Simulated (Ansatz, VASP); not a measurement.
**Two plane-wave programs on Bi**

```xyz
2
Lattice="3.4652 -3.1116 0.0000 3.4652 3.1116 0.0000 -1.2518 0.0000 3.0927" Properties=species:S:1:pos:R:3 pbc="T T T"
Bi    4.1457    0.0000    2.6516
Bi    1.5329    0.0000    0.4411
```

Alike in both runs: task single point; functional r2SCAN; k mesh 6 × 6 × 9; occupations fermi-dirac, width 0.05 eV; no spin polarisation.

|  | VASP | Ansatz |
| --- | --- | --- |
| version | VASP 6.6.1 | Ansatz 0.2.0 |
| potentials or method | VASP PAW PBE potentials, release 64 (Bi_d) | Ansatz PAW |
| plane-wave cutoff (eV) | 520 | 500 |
| valence electrons in the cell | 30 | 30 |

```csv
,VASP,Ansatz,Ansatz less VASP
gap on the k mesh at the Fermi level (eV),none,none,-
pressure (GPa),0.2,0.2,+0.04
"traceless stress, the component that is largest in VASP (GPa)",0.62,0.62,-0.005
rms of the force components (eV/Å),0.066,0.068,+0.0014
```

VASP's potentials were made for PBE, not for r2SCAN. Atom by atom the forces differ by 0.001 eV/Å (rms over components). A gap of «none» marks a metal or a gap that the smearing closes.

Spin-orbit coupling is off throughout.
